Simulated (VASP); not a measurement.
# Al (Fd-3m) in VASP: further runs

Runs on Al. Level: PBE. Tasks: single point.

Program: VASP 6.6.1. These are calculated values, not measurements. Logs are shortened: lines on timing, memory, paths and dates and some standing lists are left out, and cuts for length are marked.

### 1 The cell of the first run

The structure is cubic, space group Fd-3m (No. 227). The conventional cell has a = 5.616 Å, b = 5.616 Å, c = 5.616 Å, α = 90.00°, β = 90.00°, γ = 90.00°. Al (site symmetry -43m) has 4 Al at 2.43 Å within 3.2 Å.

### 2 Single point, PBE (volume scaled by 0.8)

Input file INCAR:

```
SYSTEM = Al
PREC     = Accurate       ! precision mode
ENCUT    = 520            ! plane-wave cutoff, eV
EDIFF    = 1E-6           ! SCF threshold, eV
ISMEAR   = -1             ! smearing method
SIGMA    = 0.05           ! smearing width, eV
LREAL    = .FALSE.        ! projectors in reciprocal space
LASPH    = .TRUE.         ! aspherical terms in the spheres
NELM     = 100            ! most SCF steps
ALGO     = Normal         ! electronic algorithm
ISIF     = 2              ! what is computed and relaxed
LWAVE    = .FALSE.        ! write WAVECAR
LCHARG   = .FALSE.        ! write CHGCAR
GGA      = PE             ! functional
NBANDS   = 10             ! bands
```

Input file KPOINTS:

```
regular mesh
0
G
  12 12 12
  0 0 0
```

Input file POSCAR:

```
Al
1.0
    0.0000000000      2.8081210015      2.8081210015
    2.8081210015      0.0000000000      2.8081210015
    2.8081210015      2.8081210015      0.0000000000
Al
2
Direct
   -0.1250000000     -0.1250000000     -0.1250000000
    0.1250000000      0.1250000000      0.1250000000
```

Potentials or basis: VASP PAW PBE potentials, release 64 (Al).

Started as:

```
$ cat potpaw_PBE.64/Al/POTCAR > POTCAR
$ mpirun -np 1 vasp_std > vasp.out
```

OUTCAR:

```text
SYSTEM = Al
   PREC = Accurate
   ENCUT = 520
   EDIFF = 1E-6
   ISMEAR = -1
   LREAL = .FALSE.
   LASPH = .TRUE.
   NELM = 100
   ISIF = 2
   GGA = PE

 ion  position               nearest neighbor table
   1  0.875  0.875  0.875-   2 2.43   2 2.43   2 2.43   2 2.43
   2  0.125  0.125  0.125-   1 2.43   1 2.43   1 2.43   1 2.43

  LATTYP: Found a face centered cubic cell.
 ALAT       =     5.6162420030

  Lattice vectors:

 A1 = (   0.0000000000,   2.8081210015,   2.8081210015)
 A2 = (   2.8081210015,   0.0000000000,   2.8081210015)
 A3 = (   2.8081210015,   2.8081210015,   0.0000000000)

Analysis of symmetry for initial positions (statically):
=====================================================================
 Subroutine PRICEL returns:
 Original cell was already a primitive cell.

 Routine SETGRP: Setting up the symmetry group for a
 face centered cubic supercell.

 Subroutine GETGRP returns: Found 48 space group operations
 (whereof 12 operations were pure point group operations)
 out of a pool of 48 trial point group operations.

The static configuration has the point symmetry D_3d.
 The point group associated with its full space group is O_h .

Analysis of symmetry for dynamics (positions and initial velocities):
=====================================================================
 Subroutine PRICEL returns:
 Original cell was already a primitive cell.

 Routine SETGRP: Setting up the symmetry group for a
 face centered cubic supercell.

 Subroutine GETGRP returns: Found 48 space group operations
 (whereof 12 operations were pure point group operations)
 out of a pool of 48 trial point group operations.

The dynamic configuration has the point symmetry D_3d.
 The point group associated with its full space group is O_h .

 Subroutine INISYM returns: Found 48 space group operations
 (whereof 12 operations are pure point group operations),
 and found     1 'primitive' translations

----------------------------------------------------------------------------------------

                                     Primitive cell

  volume of cell :      44.2871

  direct lattice vectors                    reciprocal lattice vectors
     0.000000000  2.808121001  2.808121001    -0.178055005  0.178055005  0.178055005
     2.808121001  0.000000000  2.808121001     0.178055005 -0.178055005  0.178055005
     2.808121001  2.808121001  0.000000000     0.178055005  0.178055005 -0.178055005

  length of vectors
[... 89 lines left out ...]
   ISYM   =      2    0-nonsym 1-usesym 2-fastsym
   POTIM  = 0.5000    time-step for ionic-motion
   TEBEG  =    0.0;   TEEND  =   0.0 temperature during run
   PSTRESS=    0.0 pullay stress
   NELECT =       6.0000    total number of electrons
   NUPDOWN=      -1.0000    fix difference up-down
   EMIN   =  10.00;   EMAX   =-10.00  energy-range for DOS
   EFERMI =   0.00;   METHOD = LEGACY
   ISMEAR =    -1;   SIGMA  =   0.05  broadening in eV -4-tet -1-fermi 0-gaus
   EFERMI_NEDOS =   21; number of points for ismear=-14 and -15
   IALGO  =     38    algorithm
   IMIX   =      4    mixing-type and parameters
     AMIX     =   0.40;   BMIX     =  1.00
     AMIX_MAG =   1.60;   BMIX_MAG =  1.00
  volume/ion in A,a.u.               =      22.14       149.43
  Fermi-wavevector in a.u.,A,eV,Ry     =   0.840813  1.588906  9.618864  0.706967
  Thomas-Fermi vector in A             =   1.955256
   LORBIT       =      0    0 simple, 1 ext, 2 COOP (PROOUT), +10 PAW based schemes
   GGA     = PE    functional components
   LHFCALC =     F    Hartree Fock is set to
   AEXX    =    0.0000 exact exchange contribution
   IVDW    =     0    specifies the selected vdW correction
   LEPSILON=     F    determine dielectric tensor
   LRPA    =     F    only Hartree local field effects (RPA)
 non-spin polarized calculation
  energy-cutoff  :      520.00
  volume of cell :       44.29
 maximum number of plane-waves:      1243
 NGX is ok and might be reduce to    30
   NGX = 15   NGY = 15   NGZ = 15

 number of electron       6.0000000 magnetization

 Free energy of the ion-electron system (eV)
  ---------------------------------------------------
  ext. energy  EPLUGINS =         0.00000000
  ---------------------------------------------------
  free energy    TOTEN  =        -5.63217765 eV

  energy without entropy =       -5.61960004  energy(sigma->0) =       -5.62588884

 E-fermi :   4.3438     XC(G=0):  -8.8906

 val. band max:        4.3417456278   @ k =  -0.4167   0.3333   0.0000
 cond. band min:       4.3611443194   @ k =   0.4167   0.1667   0.0833
 fundamental gap:      0.0193986916
 Fermi energy:         4.3438190598

 k-point     1 :       0.0000    0.0000    0.0000
  band No.  band energies     occupation
      1      -4.5174      2.00000
      2       6.8887      0.00000
      3       6.8887      0.00000
      4       6.8887      0.00000
      5       8.7389      0.00000
      6       8.7389      0.00000
      7       8.7389      0.00000
      8      11.9174      0.00000
      9      12.7441      0.00000
     10      12.7441      0.00000
[... 287 lines left out ...]
 k-point    24 :      -0.4167    0.1667    0.0000
  band No.  band energies     occupation
      1      -1.7325      2.00000
      2       0.2083      2.00000
      3       3.8230      1.99994
      4       5.2274      0.00000
      5       8.0945      0.00000
      6      10.0965      0.00000
      7      10.4350      0.00000
      8      13.7997      0.00000
      9      14.0880      0.00000
     10      14.1348      0.00000

 [... further k-points ...]

------------------------ aborting loop because EDIFF is reached ----------------------------------------

  FORCE on cell =-STRESS in cart. coord.  units (eV):
  Direction    XX          YY          ZZ          XY          YZ          ZX
  --------------------------------------------------------------------------------------
  -------------------------------------------------------------------------------------
  Total        3.5932109      3.5932109      3.5932109     -0.0000000     -0.0000000      0.0000000
  in kB      129.9917663    129.9917663    129.9917663     -0.0000000     -0.0000000      0.0000000
  external PRESSURE =     129.9917663 kB  Pullay stress =       0.0000000 kB

 VOLUME and BASIS-vectors are now :
 -----------------------------------------------------------------------------
  energy-cutoff  :      520.00
  volume of cell :       44.29
      direct lattice vectors                 reciprocal lattice vectors
     0.000000000  2.808121001  2.808121001    -0.178055005  0.178055005  0.178055005
     2.808121001  0.000000000  2.808121001     0.178055005 -0.178055005  0.178055005
     2.808121001  2.808121001  0.000000000     0.178055005  0.178055005 -0.178055005

 POSITION                                       TOTAL-FORCE (eV/Angst)
 -----------------------------------------------------------------------------------
      4.91421      4.91421      4.91421        -0.000000      0.000000     -0.000000
      0.70203      0.70203      0.70203         0.000000     -0.000000      0.000000
 -----------------------------------------------------------------------------------
    total drift:                               -0.000000     -0.000000      0.000000

  FREE ENERGIE OF THE ION-ELECTRON SYSTEM (eV)
  ---------------------------------------------------
  free  energy   TOTEN  =        -5.6321776459 eV

  energy  without entropy=       -5.6196000415  energy(sigma->0) =       -5.62588884
```

OSZICAR:

```text
N       E                     dE             d eps       ncg     rms          rms(c)
DAV:   1     0.119196955754E+01    0.11920E+01   -0.20836E+03  1440   0.454E+02
DAV:   2    -0.550537766050E+01   -0.66973E+01   -0.63756E+01  1988   0.503E+01
DAV:   3    -0.564218046518E+01   -0.13680E+00   -0.13556E+00  1878   0.610E+00
DAV:   4    -0.564322244928E+01   -0.10420E-02   -0.10419E-02  1706   0.595E-01
DAV:   5    -0.564324096084E+01   -0.18512E-04   -0.18512E-04  1722   0.761E-02    0.189E+00
DAV:   6    -0.563546222118E+01    0.77787E-02   -0.65865E-03  1638   0.385E-01    0.118E+00
DAV:   7    -0.563218100285E+01    0.32812E-02   -0.15629E-02  1610   0.624E-01    0.681E-02
DAV:   8    -0.563215976152E+01    0.21241E-04   -0.50236E-04  1614   0.110E-01    0.888E-02
DAV:   9    -0.563218150994E+01   -0.21748E-04   -0.22354E-05  1642   0.256E-02    0.154E-02
DAV:  10    -0.563217754710E+01    0.39628E-05   -0.14248E-05  1566   0.174E-02    0.221E-02
DAV:  11    -0.563217764589E+01   -0.98791E-07   -0.24335E-07   870   0.290E-03
   1 F= -.56321776E+01 E0= -.56258888E+01  d E =-.125776E-01
```

stdout:

```text
POSCAR found type information on POSCAR Al
 POSCAR found :  1 types and       2 ions
 scaLAPACK will be used
 LDA part: xc-table for (Slater+PW92), standard interpolation
 POSCAR, INCAR and KPOINTS ok, starting setup
 FFT: planning ... GRIDC
 FFT: planning ... GRID_SOFT
 FFT: planning ... GRID
 WAVECAR not read
 entering main loop
```

Run time: 40 s. Hardware: 1 thread of Intel Xeon 8259CL, shared host; peak memory 0.17 GiB.

What came out:

| Item | Value |
| --- | --- |
| Free energy | -5.6322 eV |
| Pressure | 13.0 GPa |
| Band gap on the k mesh | zero (band 3 reaches 6.89 eV, above the bottom of band 4 at 2.51 eV) |

### 3 Single point, PBE (volume scaled by 0.8)

Input file INCAR:

```
ALGO = Normal ; EDIFF = 1E-7
ENCUT = 520 ; GGA = PE
ISIF = 2 ; ISMEAR = -1
LASPH = True ; LCHARG = True
LELF = True ; LREAL = False
LVHAR = True ; LWAVE = False
NBANDS = 10 ; NELM = 60
PREC = Accurate ; SIGMA = 0.05
```

Input file KPOINTS:

```
k-points
0
Gamma
  12 12 12
```

POSCAR is that of step 2.

Potentials or basis: VASP PAW PBE potentials, release 64 (Al).

Started as:

```
$ cat potpaw_PBE.64/Al/POTCAR > POTCAR
$ mpirun -np 1 vasp_std > vasp.out
```

Run time: 52 s. Hardware: 1 thread of Intel Xeon 8259CL, shared host; peak memory 0.17 GiB.

Results (log left out):

- Free energy: -5.6322 eV
- Pressure: 13.0 GPa
- Band gap on the k mesh: zero (band 3 reaches 6.89 eV, above the bottom of band 4 at 2.51 eV)

Levels at points of the mesh, in eV from the Fermi level:
| k point | band 1 | band 2 | band 3 | band 4 | band 5 | band 6 | band 7 | band 8 |
| --- | --- | --- | --- | --- | --- | --- | --- | --- |
| (0.00, 0.00, 0.00) | -8.86 | 2.54 | 2.54 | 2.54 | 4.39 | 4.39 | 4.39 | 7.57 |
| (0.50, 0.00, 0.00) | -6.33 | -4.46 | 1.37 | 1.37 | 4.21 | 4.61 | 4.61 | 8.09 |
| (0.50, 0.50, 0.00) | -4.66 | -4.66 | -0.47 | -0.47 | 2.07 | 2.07 | 11.80 | 11.80 |

### 4 Single point, PBE (volume scaled by 0.9)

Input file INCAR:

```
SYSTEM = Al
PREC = Accurate
ENCUT = 520
EDIFF = 1E-6
ISMEAR = -1
SIGMA = 0.05
LREAL = .False.
LASPH = .True.
NELM = 100
ALGO = Normal
ISIF = 2
LWAVE = .False.
LCHARG = .True.
GGA = PE
LELF = .True.
LVHAR = .True.
NBANDS = 10
```

Input file KPOINTS:

```
regular mesh
0
Gamma
  12 12 12
  0 0 0
```

Input file POSCAR:

```
Al
1.0
    0.0000000000      2.9205635342      2.9205635342
    2.9205635342      0.0000000000      2.9205635342
    2.9205635342      2.9205635342      0.0000000000
Al
2
Direct
   -0.1250000000     -0.1250000000     -0.1250000000
    0.1250000000      0.1250000000      0.1250000000
```

Started as:

```
$ cat potpaw_PBE.64/Al/POTCAR > POTCAR
$ mpirun -np 1 vasp_std > vasp.out
```

Wall time 35 s (1 thread of Intel Xeon 8259CL, shared host); peak memory 0.18 GiB.

The run converged. Its results:

```yaml
Free_energy: -5.9284 eV
Pressure: 4.9 GPa
Band_gap_on_the_k_mesh: zero (band 3 reaches 5.77 eV, above the bottom of band 4 at 1.89 eV)
```

Levels at points of the mesh, in eV from the Fermi level:
| k point | band 1 | band 2 | band 3 | band 4 | band 5 | band 6 |
| --- | --- | --- | --- | --- | --- | --- |
| (0.00, 0.00, 0.00) | -8.29 | 2.31 | 2.31 | 2.31 | 4.17 | 4.17 |
| (0.50, 0.00, 0.00) | -6.05 | -4.09 | 1.22 | 1.22 | 3.68 | 4.52 |
| (0.50, 0.50, 0.00) | -4.47 | -4.47 | -0.41 | -0.41 | 2.11 | 2.11 |

### 5 Single point, PBE (volume scaled by 0.9)

Input file INCAR:

```
PREC     = Accurate       # precision mode
ENCUT    = 520            # plane-wave cutoff, eV
EDIFF    = 1E-7           # SCF threshold, eV
ISMEAR   = -1             # smearing method
SIGMA    = 0.05           # smearing width, eV
LREAL    = False          # projectors in reciprocal space
LASPH    = True           # aspherical terms in the spheres
NELM     = 60             # most SCF steps
ALGO     = Normal         # electronic algorithm
ISIF     = 2              # what is computed and relaxed
LWAVE    = False          # write WAVECAR
LCHARG   = True           # write CHGCAR
GGA      = PE             # functional
LELF     = True           # ELF
LVHAR    = True         
NBANDS   = 10             # bands
```

Input file KPOINTS:

```
Automatic mesh
0
Gamma
  12 12 12
```

POSCAR is that of step 4.

Started as:

```
$ cat potpaw_PBE.64/Al/POTCAR > POTCAR
$ mpirun -np 1 vasp_std > vasp.out
```

It took 42 s on 1 thread of Intel Xeon 8259CL, shared host; peak memory 0.18 GiB.

Results (log left out):

```
Free energy            : -5.9284 eV
Pressure               : 4.9 GPa
Band gap on the k mesh : zero (band 3 reaches 5.77 eV, above the bottom of band 4 at 1.89 eV)
```

Levels at points of the mesh, in eV from the Fermi level:
| k point | band 1 | band 2 | band 3 | band 4 | band 5 | band 6 |
| --- | --- | --- | --- | --- | --- | --- |
| (0.00, 0.00, 0.00) | -8.29 | 2.31 | 2.31 | 2.31 | 4.17 | 4.17 |
| (0.50, 0.00, 0.00) | -6.05 | -4.09 | 1.22 | 1.22 | 3.68 | 4.52 |
| (0.50, 0.50, 0.00) | -4.47 | -4.47 | -0.41 | -0.41 | 2.11 | 2.11 |
